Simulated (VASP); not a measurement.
Here is a VASP 6.6.1 calculation.

Contents of INCAR:

```
PREC     = Accurate       # precision mode
ENCUT    = 520            # plane-wave cutoff, eV
EDIFF    = 1E-6           # SCF threshold, eV
ISMEAR   = 0              # smearing method
SIGMA    = 0.02           # smearing width, eV
LREAL    = F              # projectors in reciprocal space
LASPH    = T              # aspherical terms in the spheres
NELM     = 60             # most SCF steps
ALGO     = Normal         # electronic algorithm
ISIF     = 2              # what is computed and relaxed
LWAVE    = F              # write WAVECAR
LCHARG   = F              # write CHGCAR
GGA      = PE             # functional
NBANDS   = 16             # bands
```

The input KPOINTS:

```
regular mesh
0
Gamma
  10 10 10
```

The input POSCAR:

```
ZnS
1.0
    0.0000000000      2.7214810283      2.7214810283
    2.7214810283      0.0000000000      2.7214810283
    2.7214810283      2.7214810283      0.0000000000
Zn S
1 1
Direct
    0.2500000000      0.2500000000      0.2500000000
    0.0000000000      0.0000000000      0.0000000000
```

Potentials or basis: VASP PAW PBE potentials, release 64 (Zn, S).

Launch:

```console
$ cat potpaw_PBE.64/Zn/POTCAR potpaw_PBE.64/S/POTCAR > POTCAR
$ mpirun -np 1 vasp_std > vasp.out
```

**Question.** Estimate the band gap on the k mesh.

**Answer.** 2.02 eV, direct.

**Question.** What does it give for the pressure?

**Answer.** 0.2 GPa.

**Experimental background.**

From “Electronic, vibrational, and thermodynamic properties of ZnS (zincblende and rocksalt structure)”, 2009, arxiv:0911.5022, for a bulk crystal of ZnS at 19 K: band gap 3.85 eV (direct).

A measured gap of ZnS is 3.85 eV (direct; 19 K; quoted in “Electronic, vibrational, and thermodynamic properties of ZnS (zincblende and rocksalt structure)”, 2009, arxiv:0911.5022); the calculated 2.02 eV misses it by -1.83 eV. The value is that of PBE, without temperature or zero-point motion. Semilocal functionals fall short of measured gaps as a rule.
